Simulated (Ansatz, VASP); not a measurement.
# Ti8Al23: VASP beside Ansatz

```xyz
31
Lattice="7.6895 0.0000 0.0000 0.0000 7.6895 0.0000 0.0000 0.0000 8.6237" Properties=species:S:1:pos:R:3 pbc="T T T"
Ti   -0.0050   -0.0013    0.0107
Ti    1.9231    1.9278    4.3033
Ti    0.0094    3.8440   -0.0032
Ti    1.9231    5.7612    4.3034
Ti    3.8512   -0.0010    0.0110
Ti    5.7676    1.9139    4.3172
Ti    3.8373    3.8437   -0.0034
Ti    5.7681    5.7750    4.3174
Al    0.0080    0.0000    4.2662
Al    1.9231    1.9137    0.0475
Al    0.0043    1.9189    2.1572
Al    1.9234   -0.0007    6.4693
Al    0.0030    1.9190    6.4689
Al    3.8420    1.9182    2.1571
Al   -0.0093    3.8445    4.3116
Al    1.9234    5.7736    0.0483
Al    0.0026    5.7687    2.1570
Al    1.9235    3.8440    6.4934
Al    0.0034    5.7693    6.4688
Al    1.9230    3.8442    2.1703
Al    3.8383   -0.0004    4.2672
Al    5.7681    1.9315    0.0038
Al    5.7674   -0.0002    6.4441
Al    3.8436    1.9196    6.4687
Al    5.7679   -0.0004    2.1441
Al    3.8557    3.8444    4.3102
Al    5.7679    5.7563    0.0020
Al    3.8437    5.7694    2.1570
Al    5.7681    3.8441    6.4687
Al    3.8430    5.7682    6.4687
Al    5.7675    3.8434    2.1567
```

Alike in both runs: functional PBE; k mesh 2 × 2 × 2; occupations methfessel-paxton of order 1, width 0.1 eV; no spin polarisation.

Ansatz relaxed the structure, and its values are those at the end. VASP's run is a single point on that final structure, the one shown.

|  | VASP | Ansatz |
| --- | --- | --- |
| version | VASP 6.6.1 | Ansatz 0.2.0 |
| potentials or method | VASP PAW PBE potentials, release 64 (Ti_sv, Al), cutoff 520 eV | plane-wave PAW DFT |
| valence electrons in the cell | 165 | 165 |

```csv
,VASP,Ansatz,Ansatz less VASP
rms of the force components (eV/Å),0.004,0.003,-0.0009
```

The functional is the same, so the differences come from potentials, cutoffs and numerics.

The k mesh is coarse, so the values compare programs but aren't converged.
